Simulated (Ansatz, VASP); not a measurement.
## AlN: VASP beside Ansatz

```xyz
2
Lattice="0.0000 2.0975 2.2683 2.0975 0.0000 2.2683 2.0975 2.0975 0.0000" Properties=species:S:1:pos:R:3 pbc="T T T"
Al    0.0000    0.0000    0.0000
N     1.0487    1.0487    1.1342
```

Change from the starting cell: epitaxial_xy strain -4.0%.

Alike in both runs: task single point; functional PBE; k mesh 10 × 10 × 10; occupations fermi-dirac, width 0.02 eV; no spin polarisation.

```csv
,VASP,Ansatz
version,VASP 6.6.1,Ansatz 0.2.0
potentials or method,"VASP PAW PBE potentials, release 64 (Al, N)","plane waves, PAW"
plane-wave cutoff (eV),520,420
valence electrons in the cell,8,8
```

VASP gave:

```
gap on the k mesh at the Fermi level (eV)                     : 3.07
pressure (GPa)                                                : 13.9
traceless stress, the component that is largest in VASP (GPa) : -8.64
```

Problem. Estimate Ansatz's values.

Solution. gap on the k mesh at the Fermi level (eV): 3.08; pressure (GPa): 14.2; traceless stress, the component that is largest in VASP (GPa): -8.58.

The functional is the same, so the differences come from potentials, cutoffs and numerics.
